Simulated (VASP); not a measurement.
# AlN in VASP: notebook

The runs below take AlN through single point, relaxation of the atoms, with LDA.

Everything below comes from runs of VASP 6.6.1. Logs are shortened: lines on timing, memory, paths and dates and some standing lists are left out, and cuts for length are marked.

### Step 1. The cell of the first run

The typed cell holds 4 atoms: a = 3.089 Å, b = 3.095 Å, c = 4.943 Å, α = 90.10°, β = 90.29°, γ = 120.21°.

### Step 2. Single point, LDA (equal xy, yz and zx engineering shears of -0.5 %)

The input, INCAR:

```
SYSTEM = AlN
PREC = Accurate
ENCUT = 520
EDIFF = 1E-6
ISMEAR = 0
SIGMA = 0.01
LREAL = .FALSE.
LASPH = .TRUE.
NELM = 100
ALGO = Normal
ISIF = 2
LWAVE = .FALSE.
LCHARG = .FALSE.
NBANDS = 16
```

The input, KPOINTS:

```
regular mesh
0
G
  8 8 6
  0 0 0
```

The input, POSCAR:

```
AlN
1.0
    3.0887730631     -0.0077219327     -0.0077219327
   -1.5510739214      2.6788169055     -0.0028264235
   -0.0123581305     -0.0123581305      4.9432521891
Al N
2 2
Direct
    0.3340232049      0.6669999893     -0.0009829110
    0.6668872454      0.3336665841      0.4990181073
    0.3337500125      0.6663415659      0.3809894260
    0.6653395372      0.3329918607      0.8809753777
```

Potentials or basis: VASP PAW LDA potentials, release 64 (Al, N).

The run is started by

```bash
> cat potpaw_LDA.64/Al/POTCAR potpaw_LDA.64/N/POTCAR > POTCAR
> mpirun -np 1 vasp_std > vasp.out
```

OUTCAR:

```text
SYSTEM = AlN
   PREC = Accurate
   ENCUT = 520
   EDIFF = 1E-6
   ISMEAR = 0
   LREAL = .FALSE.
   LASPH = .TRUE.
   NELM = 100
   ISIF = 2

 ion  position               nearest neighbor table
   1  0.334  0.667  0.999-   4 1.87   4 1.88   4 1.88   3 1.89   2 3.04   2 3.04   2 3.05   2 3.05
                             2 3.06   2 3.06
   2  0.667  0.334  0.499-   3 1.88   3 1.88   3 1.88   4 1.89   1 3.04   1 3.04   1 3.05   1 3.05
                             1 3.06   1 3.06
   3  0.334  0.666  0.381-   2 1.88   2 1.88   2 1.88   1 1.89
   4  0.665  0.333  0.881-   1 1.87   1 1.88   1 1.88   2 1.89

  LATTYP: Found a triclinic cell.
 ALAT       =     3.0821061422
 B/A-ratio  =     1.0021693690
 C/A-ratio  =     1.6038652974
 COS(alpha) =     0.0049936876
 COS(beta)  =     0.0068363025
 COS(gamma) =     0.4967506424

  Lattice vectors:

 A1 = (   1.5376991417,   2.6710949728,  -0.0105483562)
 A2 = (   3.0887730631,  -0.0077219327,  -0.0077219327)
 A3 = (   0.0123581305,   0.0123581305,  -4.9432521891)

Analysis of symmetry for initial positions (statically):
=====================================================================
 Subroutine PRICEL returns:
 Original cell was already a primitive cell.

 Routine SETGRP: Setting up the symmetry group for a
 triclinic supercell.

 Subroutine GETGRP returns: Found  1 space group operations
 (whereof  1 operations were pure point group operations)
 out of a pool of  2 trial point group operations.

The static configuration has the point symmetry C_1 .

Analysis of symmetry for dynamics (positions and initial velocities):
=====================================================================
 Subroutine PRICEL returns:
 Original cell was already a primitive cell.

 Routine SETGRP: Setting up the symmetry group for a
 triclinic supercell.

 Subroutine GETGRP returns: Found  1 space group operations
 (whereof  1 operations were pure point group operations)
 out of a pool of  2 trial point group operations.

The dynamic configuration has the point symmetry C_1 .

 Subroutine INISYM returns: Found  1 space group operations
 (whereof  1 operations are pure point group operations),
 and found     1 'primitive' translations

----------------------------------------------------------------------------------------

                                     Primitive cell

  volume of cell :      40.8420

  direct lattice vectors                    reciprocal lattice vectors
     3.088773063 -0.007721933 -0.007721933     0.324225679  0.187732731  0.001279896
    -1.551073921  2.678816906 -0.002826423     0.000936949  0.373842618  0.000936949
    -0.012358130 -0.012358130  4.943252189     0.000507014  0.000507014  0.202298506

  length of vectors
     3.088792368  3.095464151  4.943283084     0.374656519  0.373844966  0.202299776

  position of ions in fractional coordinates (direct lattice)
     0.334023205  0.666999989  0.999017089
     0.666887245  0.333666584  0.499018107
     0.333750012  0.666341566  0.380989426
     0.665339537  0.332991861  0.880975378

  ion indices of the primitive-cell ions
   primitive index   ion index
                 1           1
                 2           2
                 3           3
                 4           4

----------------------------------------------------------------------------------------

 KPOINTS: regular mesh

Automatic generation of k-mesh.
 Grid dimensions read from file:
 generate k-points for:    8    8    6

 Generating k-lattice:

  Cartesian coordinates                     Fractional coordinates (reciprocal lattice)
     0.040528210  0.023466591  0.000159987     0.125000000 -0.000000000  0.000000000
     0.000117119  0.046730327  0.000117119    -0.000000000  0.125000000 -0.000000000
     0.000084502  0.000084502  0.033716418     0.000000000 -0.000000000  0.166666667

  Length of vectors
     0.046832065  0.046730621  0.033716629

  Shift w.r.t. Gamma in fractional coordinates (k-lattice)
     0.000000000  0.000000000  0.000000000

 Subroutine IBZKPT returns following result:
 ===========================================

 Found    196 irreducible k-points:

 Following reciprocal coordinates:
            Coordinates               Weight
  0.000000  0.000000  0.000000      1.000000
  0.125000  0.000000 -0.000000      2.000000
  0.250000  0.000000 -0.000000      2.000000
  0.375000 -0.000000  0.000000      2.000000
  0.500000  0.000000 -0.000000      1.000000
 -0.000000  0.125000 -0.000000      2.000000
[... 16 lines left out ...]
  0.125000  0.375000 -0.000000      2.000000
  0.250000  0.375000 -0.000000      2.000000
 [... further k-points ...]
   k-points           NKPTS =    196   k-points in BZ     NKDIM =    196   number of bands    NBANDS=     16
   number of dos      NEDOS =    301   number of ions     NIONS =      4
   total plane-waves  NPLWV =  23040
   dimension x,y,z NGX =    24 NGY =   24 NGZ =   40
   dimension x,y,z NGXF=    48 NGYF=   48 NGZF=   80
   ions per type =               2   2
   NGX,Y,Z   is equivalent  to a cutoff of  12.92, 12.89, 13.45 a.u.
   NGXF,Y,Z  is equivalent  to a cutoff of  25.83, 25.78, 26.90 a.u.
 SYSTEM =  AlN
   PREC   = accura    normal or accurate (medium, high low for compatibility)
   ISTART =      0    job   : 0-new  1-cont  2-samecut
   ICHARG =      2    charge: 1-file 2-atom 10-const
   ISPIN  =      1    spin polarized calculation?
   LNONCOLLINEAR =      F non collinear calculations
   LSORBIT =      F    spin-orbit coupling
   LASPH  =      T    aspherical Exc in radial PAW
   ENCUT  =  520.0 eV  38.22 Ry    6.18 a.u.   5.74  5.76  9.19*2*pi/ulx,y,z
   NELM   =    100;   NELMIN=  2; NELMDL= -5     # of ELM steps
   EDIFF  = 0.1E-05   stopping-criterion for ELM
   LREAL  =      F    real-space projection
   EDIFFG = 0.1E-04   stopping-criterion for IOM
   NSW    =      0    number of steps for IOM
   IBRION =     -1    ionic relax: 0-MD 1-quasi-New 2-CG
   NFREE  =      0    steps in history (QN), initial steepest desc. (CG)
   ISIF   =      2    stress and relaxation
   ISYM   =      2    0-nonsym 1-usesym 2-fastsym
   POTIM  = 0.5000    time-step for ionic-motion
   TEBEG  =    0.0;   TEEND  =   0.0 temperature during run
   PSTRESS=    0.0 pullay stress
   NELECT =      16.0000    total number of electrons
   NUPDOWN=      -1.0000    fix difference up-down
   EMIN   =  10.00;   EMAX   =-10.00  energy-range for DOS
   EFERMI =   0.00;   METHOD = LEGACY
   ISMEAR =     0;   SIGMA  =   0.01  broadening in eV -4-tet -1-fermi 0-gaus
   EFERMI_NEDOS =   21; number of points for ismear=-14 and -15
   IALGO  =     38    algorithm
   IMIX   =      4    mixing-type and parameters
     AMIX     =   0.40;   BMIX     =  1.00
     AMIX_MAG =   1.60;   BMIX_MAG =  1.00
  volume/ion in A,a.u.               =      10.21        68.90
  Fermi-wavevector in a.u.,A,eV,Ry     =   1.197878  2.263660 19.523143  1.434911
  Thomas-Fermi vector in A             =   2.333781
   LORBIT       =      0    0 simple, 1 ext, 2 COOP (PROOUT), +10 PAW based schemes
   GGA     = CA    functional components
   LHFCALC =     F    Hartree Fock is set to
   AEXX    =    0.0000 exact exchange contribution
   IVDW    =     0    specifies the selected vdW correction
   LEPSILON=     F    determine dielectric tensor
   LRPA    =     F    only Hartree local field effects (RPA)
 non-spin polarized calculation
 Gauss-broadening in eV      SIGMA  =   0.01
  energy-cutoff  :      520.00
  volume of cell :       40.84
 maximum number of plane-waves:      1118
   NGX = 11   NGY = 11   NGZ = 19

 number of electron      15.9999997 magnetization

 Free energy of the ion-electron system (eV)
  ---------------------------------------------------
  ext. energy  EPLUGINS =         0.00000000
  ---------------------------------------------------
  free energy    TOTEN  =       -32.83983905 eV

  energy without entropy =      -32.83983905  energy(sigma->0) =      -32.83983905

 E-fermi :   6.1648     XC(G=0): -11.3433

 val. band max:        6.1175437737   @ k =   0.0000   0.0000   0.0000
 cond. band min:      10.5377298533   @ k =   0.0000   0.0000   0.0000
 fundamental gap:      4.4201860796
 Fermi energy:         6.1648183216

 k-point     1 :       0.0000    0.0000    0.0000
  band No.  band energies     occupation
      1      -9.0582      2.00000
      2      -6.7640      2.00000
      3      -0.0392      2.00000
      4       5.2018      2.00000
      5       5.2487      2.00000
      6       5.8704      2.00000
[... 8 lines left out ...]
     15      19.2266      0.00000
     16      19.2709      0.00000

 k-point     2 :       0.1250    0.0000   -0.0000
  band No.  band energies     occupation
      1      -8.8501      2.00000
      2      -6.6457      2.00000
      3       0.2028      2.00000
      4       4.3593      2.00000
      5       4.9511      2.00000
      6       5.0830      2.00000
[... 8 lines left out ...]
     15      18.9677      0.00000
     16      19.1305      0.00000

 k-point     3 :       0.2500    0.0000   -0.0000
  band No.  band energies     occupation
      1      -8.2668      2.00000
      2      -6.3645      2.00000
      3       0.8991      2.00000
      4       2.5949      2.00000
      5       3.6346      2.00000
      6       4.4687      2.00000
[... 8 lines left out ...]
     15      18.2678      0.00000
     16      19.3398      0.00000

 k-point     4 :       0.3750   -0.0000    0.0000
  band No.  band energies     occupation
      1      -7.4689      2.00000
      2      -6.1603      2.00000
      3       1.1053      2.00000
      4       1.9199      2.00000
      5       2.3932      2.00000
      6       4.0770      2.00000
[... 8 lines left out ...]
     15      18.4235      0.00000
     16      20.9512      0.00000
[... 324 lines left out ...]
 k-point    22 :      -0.0000    0.3750   -0.0000
  band No.  band energies     occupation
      1      -7.4762      2.00000
      2      -6.1675      2.00000
      3       1.0940      2.00000
      4       1.9130      2.00000
      5       2.3805      2.00000
      6       4.1098      2.00000
[... 8 lines left out ...]
     15      18.3954      0.00000
     16      20.9767      0.00000

 k-point    23 :       0.1250    0.3750   -0.0000
  band No.  band energies     occupation
      1      -7.0184      2.00000
      2      -6.1679      2.00000
      3       0.8165      2.00000
      4       2.0574      2.00000
      5       2.5785      2.00000
      6       3.4573      2.00000
[... 8 lines left out ...]
     15      18.7601      0.00000
     16      21.0684      0.00000

 k-point    24 :       0.2500    0.3750   -0.0000
  band No.  band energies     occupation
      1      -6.6007      2.00000
      2      -6.2526      2.00000
      3       1.0263      2.00000
      4       2.2537      2.00000
      5       2.4123      2.00000
      6       3.2558      2.00000
[... 8 lines left out ...]
     15      19.0878      0.00000
     16      20.5927      0.00000

 [... further k-points ...]
[... 5 lines left out ...]
  --------------------------------------------------------------------------------------
  -------------------------------------------------------------------------------------
  Total        0.1535369      0.1560975      0.1551605      0.1612667      0.1465338      0.1465315
  in kB        6.0230466      6.1234957      6.0867373      6.3262752      5.7483226      5.7482320
  external PRESSURE =       6.0777599 kB  Pullay stress =       0.0000000 kB

 VOLUME and BASIS-vectors are now :
 -----------------------------------------------------------------------------
  energy-cutoff  :      520.00
  volume of cell :       40.84
      direct lattice vectors                 reciprocal lattice vectors
     3.088773063 -0.007721933 -0.007721933     0.324225679  0.187732731  0.001279896
    -1.551073921  2.678816906 -0.002826423     0.000936949  0.373842618  0.000936949
    -0.012358130 -0.012358130  4.943252189     0.000507014  0.000507014  0.202298506

 POSITION                                       TOTAL-FORCE (eV/Angst)
 -----------------------------------------------------------------------------------
     -0.01519      1.77185      4.93393         0.002277      0.000581     -0.001325
      1.53615      0.88252      2.46068        -0.001120      0.000586     -0.001774
     -0.00738      1.77772      1.87887         0.000332     -0.000595      0.000925
      1.52770      0.87600      4.34880        -0.001489     -0.000572      0.002174
 -----------------------------------------------------------------------------------
    total drift:                               -0.000013      0.000010     -0.000684

  FREE ENERGIE OF THE ION-ELECTRON SYSTEM (eV)
  ---------------------------------------------------
  free  energy   TOTEN  =       -32.8398390487 eV

  energy  without entropy=      -32.8398390487  energy(sigma->0) =      -32.83983905
```

Wall time 53 s (1 thread of Intel Xeon 6975P-C, shared host); peak memory 0.22 GiB.

Results:

```yaml
Free_energy: -32.8398 eV
Pressure: 0.6 GPa
Band_gap_on_the_k_mesh: 4.42 eV, direct
```

Forces in eV/Å, atoms in the order of the input:
```
Al   0.002  0.001 -0.001
Al  -0.001  0.001 -0.002
N    0.000 -0.001  0.001
N   -0.001 -0.001  0.002
```

Stress tensor (GPa, compression positive):
```
0.60 0.63 0.57
0.63 0.61 0.57
0.57 0.57 0.61
```

Levels at points of the mesh, in eV from the valence-band top:
```tsv
k point	band 6	band 7	band 8	band 9	band 10	band 11
(0.00, 0.00, 0.00)	-0.25	-0.22	0.00	4.42	6.73	10.65
(0.50, 0.00, 0.00)	-2.19	-1.83	-0.74	5.68	5.70	8.23
(0.00, 0.50, 0.00)	-2.15	-1.84	-0.71	5.72	5.73	8.26
(0.50, 0.50, 0.00)	-2.12	-1.86	-0.69	5.74	5.76	8.29
(0.00, 0.00, 0.50)	-0.59	-0.56	-0.54	6.60	6.60	10.32
(0.50, 0.00, 0.50)	-1.54	-1.44	-1.36	5.23	5.27	9.13
(0.00, 0.50, 0.50)	-1.51	-1.43	-1.37	5.24	5.27	9.16
(0.50, 0.50, 0.50)	-1.48	-1.41	-1.39	5.26	5.27	9.21
```

Caveat: the cell differs from its parent crystal (equal xy, yz and zx engineering shears of -0.5 %). A k mesh can miss the band edges.

### Step 3. Single point, LDA (equal xy, yz and zx engineering shears of +0.5 %)

The input, INCAR:

```
ALGO = Normal
EDIFF = 1E-6
ENCUT = 520
ISIF = 2
ISMEAR = 0
LASPH = T
LCHARG = F
LREAL = F
LWAVE = F
NBANDS = 16
NELM = 80
PREC = Accurate
SIGMA = 0.01
```

The input, KPOINTS:

```
k-points
0
Gamma
  8 8 6
```

The input, POSCAR:

```
AlN
1.0
    3.0887730631      0.0077219326      0.0077219327
   -1.5376991417      2.6710949729      0.0028264235
    0.0123581305      0.0123581305      4.9432521891
Al N
2 2
Direct
    0.3326757446      0.6663374567     -0.0009827134
    0.6664316956      0.3330090244      0.4990159910
    0.3329056715      0.6669994139      0.3809822861
    0.6679868883      0.3336541049      0.8809844364
```

Potentials or basis: VASP PAW LDA potentials, release 64 (Al, N).

The run is started by

```bash
> cat potpaw_LDA.64/Al/POTCAR potpaw_LDA.64/N/POTCAR > POTCAR
> mpirun -np 1 vasp_std > vasp.out
```

It took 66 s on 1 thread of Intel Xeon 6975P-C, shared host; peak memory 0.22 GiB.

It converged, with:

| Quantity | Value |
| --- | --- |
| Free energy | -32.8398 eV |
| Pressure | 0.6 GPa |
| Largest force | 0.003 eV/Å |
| Band gap on the k mesh | 4.42 eV, direct |

Forces in eV/Å, atoms in the order of the input:
```
Al  -0.003 -0.001 -0.001
Al   0.001 -0.001 -0.001
N    0.000  0.001  0.002
N    0.001  0.001  0.001
```

Stress tensor (GPa, compression positive):
```
 0.60 -0.64 -0.59
-0.64  0.61 -0.59
-0.59 -0.59  0.61
```

Levels at points of the mesh, in eV from the valence-band top:
| k point | band 6 | band 7 | band 8 | band 9 | band 10 | band 11 |
| --- | --- | --- | --- | --- | --- | --- |
| (0.00, 0.00, 0.00) | -0.25 | -0.21 | 0.00 | 4.42 | 6.73 | 10.65 |
| (0.50, 0.00, 0.00) | -2.12 | -1.86 | -0.69 | 5.74 | 5.76 | 8.30 |
| (0.00, 0.50, 0.00) | -2.15 | -1.84 | -0.71 | 5.72 | 5.73 | 8.26 |
| (0.50, 0.50, 0.00) | -2.19 | -1.83 | -0.74 | 5.68 | 5.70 | 8.23 |
| (0.00, 0.00, 0.50) | -0.59 | -0.56 | -0.54 | 6.60 | 6.60 | 10.32 |
| (0.50, 0.00, 0.50) | -1.48 | -1.44 | -1.36 | 5.24 | 5.29 | 9.17 |
| (0.00, 0.50, 0.50) | -1.51 | -1.43 | -1.37 | 5.24 | 5.27 | 9.16 |
| (0.50, 0.50, 0.50) | -1.54 | -1.41 | -1.39 | 5.24 | 5.26 | 9.17 |

Caveat: the cell differs from its parent crystal (equal xy, yz and zx engineering shears of +0.5 %). A k mesh can miss the band edges.

### Step 4. Relaxation of the atoms, LDA

This run uses another cell than the first one, of 10.06 Å³/atom, 0.985 times its volume.

The input, INCAR:

```
SYSTEM = AlN
ALGO = Normal
EDIFF = 1E-7
EDIFFG = -0.002
ENCUT = 520
GGA = CA
IBRION = 2
ISIF = 2
ISMEAR = 0
LASPH = .True.
LCHARG = .False.
LREAL = .False.
LWAVE = .False.
NELM = 100
NSW = 50
PREC = Accurate
SIGMA = 0.01
```

The input, KPOINTS:

```
k-points
0
Gamma
  8 8 6
  0 0 0
```

The input, POSCAR:

```
AlN
1.0
    3.0733291978      0.0000000000      0.0000000000
   -1.5366645989      2.6615811595      0.0000000000
    0.0000000000      0.0000000000      4.9185359282
Al N
2 2
Direct
    0.3333333333      0.6666666667     -0.0009923830
    0.6666666667      0.3333333333      0.4990076170
    0.3333333333      0.6666666667      0.3809923830
    0.6666666667      0.3333333333      0.8809923830
```

The run is started by

```bash
> cat potpaw_LDA.64/Al/POTCAR potpaw_LDA.64/N/POTCAR > POTCAR
> mpirun -np 1 vasp_std > vasp.out
```

Wall time 17 s (1 thread of Intel Xeon 6975P-C, shared host); peak memory 0.14 GiB.

The run converged. Its results:

- Free energy: -32.8320 eV
- Energy gained by relaxing: 0.0 meV/atom
- Ionic steps: 3
- Pressure after relaxing: 4.0 GPa
- Band gap on the k mesh: 4.56 eV, direct

Stress tensor (GPa, compression positive):
```
4.07 0.00 0.00
0.00 4.07 0.00
0.00 0.00 3.73
```

Final structure:
```
CELL_PARAMETERS angstrom
3.07333 0.00000 0.00000
-1.53666 2.66158 0.00000
0.00000 0.00000 4.91854
ATOMIC_POSITIONS crystal
Al 0.33333 0.66667 0.99896
Al 0.66667 0.33333 0.49896
N 0.33333 0.66667 0.38104
N 0.66667 0.33333 0.88104
```

Levels at points of the mesh, in eV from the valence-band top:
| k point | band 5 | band 6 | band 7 | band 8 | band 9 | band 10 | band 11 | band 12 |
| --- | --- | --- | --- | --- | --- | --- | --- | --- |
| (0.00, 0.00, 0.00) | -0.90 | -0.23 | -0.23 | 0.00 | 4.56 | 6.86 | 10.78 | 11.20 |
| (0.50, 0.00, 0.00) | -3.47 | -2.17 | -1.87 | -0.72 | 5.75 | 5.77 | 8.40 | 10.40 |
| (0.00, 0.00, 0.50) | -0.58 | -0.58 | -0.58 | -0.58 | 6.74 | 6.74 | 10.44 | 10.44 |
| (0.50, 0.00, 0.50) | -1.53 | -1.53 | -1.41 | -1.41 | 5.31 | 5.31 | 9.30 | 9.30 |

### Step 5. Overview

| task | cell | gap on the mesh (eV) | pressure (GPa) |
| --- | --- | --- | --- |
| single point | a = 3.089, b = 3.095, c = 4.943 Å, angles 90.1, 90.3, 120.2°, 4 atoms | 4.42 | 0.6 |
| single point | a = 3.089, b = 3.082, c = 4.943 Å, angles 89.9, 89.7, 119.8°, 4 atoms | 4.42 | 0.6 |
| relaxation of the atoms | atoms relaxed from a = 3.073, b = 3.073, c = 4.919 Å, angles 90.0, 90.0, 120.0°, 4 atoms | 4.56 | 4.0 |

Alike in all rows: level LDA; potentials or basis VASP PAW LDA potentials, release 64 (Al, N); no spin polarisation; k mesh 8 × 8 × 6; cutoff (eV) 520; smearing gaussian 0.01 eV.

Absolute energies hang on the potentials; compare differences alone.
